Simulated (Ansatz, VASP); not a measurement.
TaAs: VASP beside Ansatz

Contents of INCAR:

```
SYSTEM = TaAs
PREC = Accurate
ENCUT = 600
EDIFF = 1E-6
ISMEAR = -1
SIGMA = 0.05
LREAL = .False.
LASPH = .True.
NELM = 80
ALGO = Normal
ISIF = 3
LWAVE = .False.
LCHARG = .False.
GGA = RP
IVDW = 13
IBRION = 2
NSW = 60
EDIFFG = -0.01
```

The input KPOINTS:

```
Automatic mesh
0
Gamma
  11 11 11
  0 0 0
```

POSCAR

```
TaAs
1.0
   -1.7218133622      1.7218133622      5.8679415361
    1.7218133622     -1.7218133622      5.8679415361
    1.7218133622      1.7218133622     -5.8679415361
Ta As
2 2
Direct
    0.4999673000      0.4999673000      0.0000000000
    0.2499673000      0.7499673000      0.5000000000
    0.0826321200      0.0826321200      0.0000000000
    0.8326321200      0.3326321200      0.5000000000
```

File input.yaml:

```yaml
crystal:
  lattice:
    - [-1.7218133622, 1.7218133622, 5.8679415361]
    - [1.7218133622, -1.7218133622, 5.8679415361]
    - [1.7218133622, 1.7218133622, -5.8679415361]
  atoms:
    - { symbol: Ta, position: [0.4999673, 0.4999673, 0.0] }
    - { symbol: Ta, position: [0.2499673, 0.7499673, 0.5] }
    - { symbol: As, position: [0.08263212, 0.08263212, 0.0] }
    - { symbol: As, position: [0.83263212, 0.33263212, 0.5] }
hamiltonian:
  xc: rpbe
  pseudopotentials: { kind: paw }
  dispersion: d4
kpoints:
  mp_grid: { grid: [11, 11, 11] }
scf:
  occupations: { method: fermi_dirac, width: 0.05 }
output:
  forces: true
  stress: true
relax:
  f_tol: 0.01
  max_steps: 40
  cell: { stress_tol: 0.05 }
```

Alike in both runs: task relaxation of cell and atoms; functional RPBE; dispersion D4; k mesh 11 × 11 × 11; occupations fermi-dirac, width 0.05 eV; no spin polarisation.

|  | VASP | Ansatz |
| --- | --- | --- |
| version | VASP 6.6.1 | Ansatz 0.2.0 |
| potentials or method | VASP PAW PBE potentials, release 64 (Ta_pv, As) | Ansatz PAW |
| plane-wave cutoff (eV) | 600 | 420 |
| valence electrons in the cell | 32 | 56 |

```tsv
	VASP	Ansatz	Ansatz less VASP
relaxed volume (Å³/atom)	17.20	17.15	-0.041
relaxed cell length with the largest relative difference (Å)	6.286	6.282	-0.0040
```

VASP's potentials were made for PBE, not for RPBE. VASP's potentials hold 32 valence electrons a cell and Ansatz's 56, so a difference there can come from the potentials and not from the codes.

Spin-orbit coupling is off throughout. Noted on Ansatz's run: the plane-wave basis is chosen anew once the cell has moved, so the energies of steps on either side of that aren't comparable.
